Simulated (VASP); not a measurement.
# Ge (Im-3m) in VASP: further runs

The runs below take Ge through single point, with PBEsol.

All numbers are computed with VASP 6.6.1; they aren't measurements. Logs are shortened: lines on timing, memory, paths and dates and some standing lists are left out, and cuts for length are marked.

### Step 1. The cell of the first run

It takes space group Im-3m (No. 229, cubic). The conventional cell has a = 3.322 Å, b = 3.322 Å, c = 3.322 Å, α = 90.00°, β = 90.00°, γ = 90.00°. Ge (site symmetry m-3m) has 14 Ge at 2.88 to 3.32 Å within 3.8 Å.

### Step 2. Single point, PBEsol

INCAR reads:

```
SYSTEM = Ge
PREC     = Accurate       ! precision mode
ENCUT    = 520            ! plane-wave cutoff, eV
EDIFF    = 1E-7           ! SCF threshold, eV
ISMEAR   = -1             ! smearing method
SIGMA    = 0.1            ! smearing width, eV
LREAL    = .False.        ! projectors in reciprocal space
LASPH    = .True.         ! aspherical terms in the spheres
NELM     = 80             ! most SCF steps
ALGO     = Normal         ! electronic algorithm
ISIF     = 2              ! what is computed and relaxed
LWAVE    = .False.        ! write WAVECAR
LCHARG   = .True.         ! write CHGCAR
GGA      = PS             ! functional
LELF     = .True.         ! ELF
LVHAR    = .True.       
NBANDS   = 13             ! bands
```

KPOINTS reads:

```
Automatic mesh
0
Gamma
  13 13 13
  0 0 0
```

POSCAR reads:

```
Ge
1.0
   -1.6607796409      1.6607796409      1.6607796409
    1.6607796409     -1.6607796409      1.6607796409
    1.6607796409      1.6607796409     -1.6607796409
Ge
1
Direct
    0.0000000000      0.0000000000      0.0000000000
```

Potentials or basis: VASP PAW PBE potentials, release 64 (Ge_d).

Run with:

```console
$ cat potpaw_PBE.64/Ge_d/POTCAR > POTCAR
$ mpirun -np 1 vasp_std > vasp.out
```

OUTCAR:

```text
SYSTEM = Ge
   PREC = Accurate
   ENCUT = 520
   EDIFF = 1E-7
   ISMEAR = -1
   LREAL = .False.
   LASPH = .True.
   NELM = 80
   ISIF = 2
   GGA = PS

 ion  position               nearest neighbor table
   1  0.000  0.000  0.000-

  LATTYP: Found a body centered cubic cell.
 ALAT       =     3.3215592818

  Lattice vectors:

 A1 = (  -1.6607796409,   1.6607796409,   1.6607796409)
 A2 = (   1.6607796409,  -1.6607796409,   1.6607796409)
 A3 = (   1.6607796409,   1.6607796409,  -1.6607796409)

Analysis of symmetry for initial positions (statically):
=====================================================================
 Subroutine PRICEL returns:
 Original cell was already a primitive cell.

 Routine SETGRP: Setting up the symmetry group for a
 body centered cubic supercell.

 Subroutine GETGRP returns: Found 48 space group operations
 (whereof 48 operations were pure point group operations)
 out of a pool of 48 trial point group operations.

The static configuration has the point symmetry O_h .

Analysis of symmetry for dynamics (positions and initial velocities):
=====================================================================
 Subroutine PRICEL returns:
 Original cell was already a primitive cell.

 Routine SETGRP: Setting up the symmetry group for a
 body centered cubic supercell.

 Subroutine GETGRP returns: Found 48 space group operations
 (whereof 48 operations were pure point group operations)
 out of a pool of 48 trial point group operations.

The dynamic configuration has the point symmetry O_h .

 Subroutine INISYM returns: Found 48 space group operations
 (whereof 48 operations are pure point group operations),
 and found     1 'primitive' translations

----------------------------------------------------------------------------------------

                                     Primitive cell

  volume of cell :      18.3230

  direct lattice vectors                    reciprocal lattice vectors
    -1.660779641  1.660779641  1.660779641     0.000000000  0.301063421  0.301063421
     1.660779641 -1.660779641  1.660779641     0.301063421  0.000000000  0.301063421
     1.660779641  1.660779641 -1.660779641     0.301063421  0.301063421  0.000000000

  length of vectors
     2.876554718  2.876554718  2.876554718     0.425767973  0.425767973  0.425767973

  position of ions in fractional coordinates (direct lattice)
     0.000000000  0.000000000  0.000000000

  ion indices of the primitive-cell ions
   primitive index   ion index
                 1           1

----------------------------------------------------------------------------------------

 KPOINTS: Automatic mesh

Automatic generation of k-mesh.
 Grid dimensions read from file:
 generate k-points for:   13   13   13

 Generating k-lattice:

  Cartesian coordinates                     Fractional coordinates (reciprocal lattice)
     0.000000000  0.023158725  0.023158725     0.076923077  0.000000000  0.000000000
     0.023158725  0.000000000  0.023158725     0.000000000  0.076923077  0.000000000
     0.023158725  0.023158725  0.000000000     0.000000000  0.000000000  0.076923077

  Length of vectors
     0.032751383  0.032751383  0.032751383

  Shift w.r.t. Gamma in fractional coordinates (k-lattice)
     0.000000000  0.000000000  0.000000000

 Subroutine IBZKPT returns following result:
 ===========================================

 Found     84 irreducible k-points:

 Following reciprocal coordinates:
            Coordinates               Weight
  0.000000  0.000000  0.000000      1.000000
  0.076923  0.000000  0.000000     12.000000
  0.153846  0.000000  0.000000     12.000000
  0.230769  0.000000  0.000000     12.000000
  0.307692  0.000000  0.000000     12.000000
  0.384615  0.000000  0.000000     12.000000
[... 16 lines left out ...]
  0.153846  0.076923  0.076923     24.000000
  0.230769  0.076923  0.076923     24.000000
 [... further k-points ...]
   k-points           NKPTS =     84   k-points in BZ     NKDIM =     84   number of bands    NBANDS=     13
   number of dos      NEDOS =    301   number of ions     NIONS =      1
   total plane-waves  NPLWV =  13824
   dimension x,y,z NGX =    24 NGY =   24 NGZ =   24
   dimension x,y,z NGXF=    48 NGYF=   48 NGZF=   48
   ions per type =               1
   NGX,Y,Z   is equivalent  to a cutoff of  13.87, 13.87, 13.87 a.u.
   NGXF,Y,Z  is equivalent  to a cutoff of  27.74, 27.74, 27.74 a.u.
 SYSTEM =  Ge
   PREC   = accura    normal or accurate (medium, high low for compatibility)
   ISTART =      0    job   : 0-new  1-cont  2-samecut
   ICHARG =      2    charge: 1-file 2-atom 10-const
   ISPIN  =      1    spin polarized calculation?
   LNONCOLLINEAR =      F non collinear calculations
   LSORBIT =      F    spin-orbit coupling
   LASPH  =      T    aspherical Exc in radial PAW
   ENCUT  =  520.0 eV  38.22 Ry    6.18 a.u.   5.35  5.35  5.35*2*pi/ulx,y,z
   NELM   =     80;   NELMIN=  2; NELMDL= -5     # of ELM steps
   EDIFF  = 0.1E-06   stopping-criterion for ELM
   LREAL  =      F    real-space projection
   EDIFFG = 0.1E-05   stopping-criterion for IOM
   NSW    =      0    number of steps for IOM
   IBRION =     -1    ionic relax: 0-MD 1-quasi-New 2-CG
   NFREE  =      0    steps in history (QN), initial steepest desc. (CG)
   ISIF   =      2    stress and relaxation
   ISYM   =      2    0-nonsym 1-usesym 2-fastsym
   POTIM  = 0.5000    time-step for ionic-motion
   TEBEG  =    0.0;   TEEND  =   0.0 temperature during run
   PSTRESS=    0.0 pullay stress
   NELECT =      14.0000    total number of electrons
   NUPDOWN=      -1.0000    fix difference up-down
   EMIN   =  10.00;   EMAX   =-10.00  energy-range for DOS
   EFERMI =   0.00;   METHOD = LEGACY
   ISMEAR =    -1;   SIGMA  =   0.10  broadening in eV -4-tet -1-fermi 0-gaus
   EFERMI_NEDOS =   21; number of points for ismear=-14 and -15
   IALGO  =     38    algorithm
   IMIX   =      4    mixing-type and parameters
     AMIX     =   0.40;   BMIX     =  1.00
     AMIX_MAG =   1.60;   BMIX_MAG =  1.00
  volume/ion in A,a.u.               =      18.32       123.65
  Fermi-wavevector in a.u.,A,eV,Ry     =   1.496645  2.828249 30.476324  2.239947
  Thomas-Fermi vector in A             =   2.608635
   LORBIT       =      0    0 simple, 1 ext, 2 COOP (PROOUT), +10 PAW based schemes
   GGA     = PS    functional components
   LHFCALC =     F    Hartree Fock is set to
   AEXX    =    0.0000 exact exchange contribution
   IVDW    =     0    specifies the selected vdW correction
   LEPSILON=     F    determine dielectric tensor
   LRPA    =     F    only Hartree local field effects (RPA)
 non-spin polarized calculation
  energy-cutoff  :      520.00
  volume of cell :       18.32
 maximum number of plane-waves:       531
 NGX is ok and might be reduce to    24
   NGX = 11   NGY = 11   NGZ = 11

 number of electron      14.0000012 magnetization

 Free energy of the ion-electron system (eV)
  ---------------------------------------------------
  ext. energy  EPLUGINS =         0.00000000
  ---------------------------------------------------
  free energy    TOTEN  =        -4.66199632 eV

  energy without entropy =       -4.64209151  energy(sigma->0) =       -4.65204391

 E-fermi :   6.9384     XC(G=0): -11.5871

 val. band max:        6.9371761944   @ k =   0.2308   0.1538   0.0000
 cond. band min:       7.0120120580   @ k =  -0.3846  -0.4615   0.0769
 fundamental gap:      0.0748358636
 Fermi energy:         6.9384287508

 k-point     1 :       0.0000    0.0000    0.0000
  band No.  band energies     occupation
      1     -17.7129      2.00000
      2     -17.7129      2.00000
      3     -17.7129      2.00000
      4     -17.6182      2.00000
      5     -17.6182      2.00000
      6      -6.4523      2.00000
      7      16.4201      0.00000
      8      16.4201      0.00000
      9      16.4201      0.00000
     10      22.1526      0.00000
     11      22.1526      0.00000
     12      22.1526      0.00000
     13      24.0630      0.00000

 k-point     2 :       0.0769    0.0000    0.0000
  band No.  band energies     occupation
      1     -17.7148      2.00000
      2     -17.7104      2.00000
      3     -17.7043      2.00000
      4     -17.6203      2.00000
      5     -17.6184      2.00000
      6      -6.2922      2.00000
      7      15.1739      0.00000
      8      15.8196      0.00000
      9      16.2525      0.00000
     10      21.0826      0.00000
     11      21.1074      0.00000
     12      23.0481      0.00000
     13      23.1098      0.00000

 k-point     3 :       0.1538    0.0000    0.0000
  band No.  band energies     occupation
      1     -17.7201      2.00000
      2     -17.7044      2.00000
      3     -17.6806      2.00000
      4     -17.6255      2.00000
      5     -17.6189      2.00000
      6      -5.8118      2.00000
      7      12.5128      0.00000
      8      14.6319      0.00000
      9      15.7887      0.00000
     10      19.5650      0.00000
     11      19.6922      0.00000
     12      22.7458      0.00000
     13      23.8991      0.00000

 k-point     4 :       0.2308    0.0000    0.0000
  band No.  band energies     occupation
      1     -17.7277      2.00000
      2     -17.6991      2.00000
      3     -17.6468      2.00000
      4     -17.6302      2.00000
      5     -17.6196      2.00000
      6      -5.0118      2.00000
      7       9.5566      0.00000
      8      13.4575      0.00000
      9      15.1661      0.00000
     10      18.3777      0.00000
     11      18.5386      0.00000
     12      23.0522      0.00000
     13      24.6741      0.00000

 k-point     5 :       0.3077    0.0000    0.0000
  band No.  band energies     occupation
      1     -17.7357      2.00000
      2     -17.6989      2.00000
      3     -17.6306      2.00000
      4     -17.6203      2.00000
      5     -17.6107      2.00000
      6      -3.8976      2.00000
      7       6.7011      1.82957
      8      12.5009      0.00000
      9      14.5615      0.00000
     10      17.5146      0.00000
     11      17.6675      0.00000
     12      23.8875      0.00000
     13      25.6797      0.00000
[... 257 lines left out ...]
 k-point    22 :       0.0769    0.0769    0.0769
  band No.  band energies     occupation
      1     -17.7153      2.00000
      2     -17.7153      2.00000
      3     -17.6621      2.00000
      4     -17.6229      2.00000
      5     -17.6229      2.00000
      6      -5.4916      2.00000
      7      11.6819      0.00000
      8      13.8755      0.00000
      9      13.8755      0.00000
     10      20.4981      0.00000
     11      20.4981      0.00000
     12      24.1275      0.00000
     13      24.1275      0.00000

 k-point    23 :       0.1538    0.0769    0.0769
  band No.  band energies     occupation
      1     -17.7227      2.00000
      2     -17.7088      2.00000
      3     -17.6347      2.00000
      4     -17.6270      2.00000
      5     -17.6219      2.00000
      6      -4.6925      2.00000
      7       9.4482      0.00000
      8      11.9264      0.00000
      9      12.9265      0.00000
     10      20.4918      0.00000
     11      20.5277      0.00000
     12      24.0946      0.00000
     13      24.8904      0.00000

 k-point    24 :       0.2308    0.0769    0.0769
  band No.  band energies     occupation
      1     -17.7300      2.00000
      2     -17.7021      2.00000
      3     -17.6295      2.00000
      4     -17.6213      2.00000
      5     -17.6079      2.00000
      6      -3.5818      2.00000
      7       6.8675      1.34065
      8      10.6687      0.00000
      9      12.1354      0.00000
     10      19.9723      0.00000
     11      20.3158      0.00000
     12      24.5335      0.00000
     13      25.9425      0.00000

 [... further k-points ...]

------------------------ aborting loop because EDIFF is reached ----------------------------------------

  FORCE on cell =-STRESS in cart. coord.  units (eV):
  Direction    XX          YY          ZZ          XY          YZ          ZX
  --------------------------------------------------------------------------------------
  -------------------------------------------------------------------------------------
  Total        0.0071482      0.0071482      0.0071482     -0.0000000      0.0000000     -0.0000000
  in kB        0.6250474      0.6250474      0.6250474     -0.0000000      0.0000000     -0.0000000
  external PRESSURE =       0.6250474 kB  Pullay stress =       0.0000000 kB

 VOLUME and BASIS-vectors are now :
 -----------------------------------------------------------------------------
  energy-cutoff  :      520.00
  volume of cell :       18.32
      direct lattice vectors                 reciprocal lattice vectors
    -1.660779641  1.660779641  1.660779641     0.000000000  0.301063421  0.301063421
     1.660779641 -1.660779641  1.660779641     0.301063421  0.000000000  0.301063421
     1.660779641  1.660779641 -1.660779641     0.301063421  0.301063421  0.000000000

 POSITION                                       TOTAL-FORCE (eV/Angst)
 -----------------------------------------------------------------------------------
      0.00000      0.00000      0.00000         0.000000     -0.000000      0.000000
 -----------------------------------------------------------------------------------
    total drift:                                0.000000      0.000000     -0.000000

  FREE ENERGIE OF THE ION-ELECTRON SYSTEM (eV)
  ---------------------------------------------------
  free  energy   TOTEN  =        -4.6619963168 eV

  energy  without entropy=       -4.6420915097  energy(sigma->0) =       -4.65204391
```

Wall time 15 s (1 thread of Intel Xeon 8259CL, shared host); peak memory 0.15 GiB.

Results:

```
Free energy            : -4.6620 eV
Pressure               : 0.1 GPa
Band gap on the k mesh : zero (band 7 reaches 16.42 eV, above the bottom of band 8 at 3.95 eV)
```

Levels at points of the mesh, in eV from the Fermi level:
```
           k point  band 3  band 4  band 5  band 6  band 7  band 8  band 9  band 10  band 11  band 12
(0.00, 0.00, 0.00)  -24.65  -24.56  -24.56  -13.39    9.48    9.48    9.48    15.21    15.21    15.21
```

Caveat: the PAW data sets were made with another functional, which shifts forces and pressure a little.

[end of part 1 of 2]
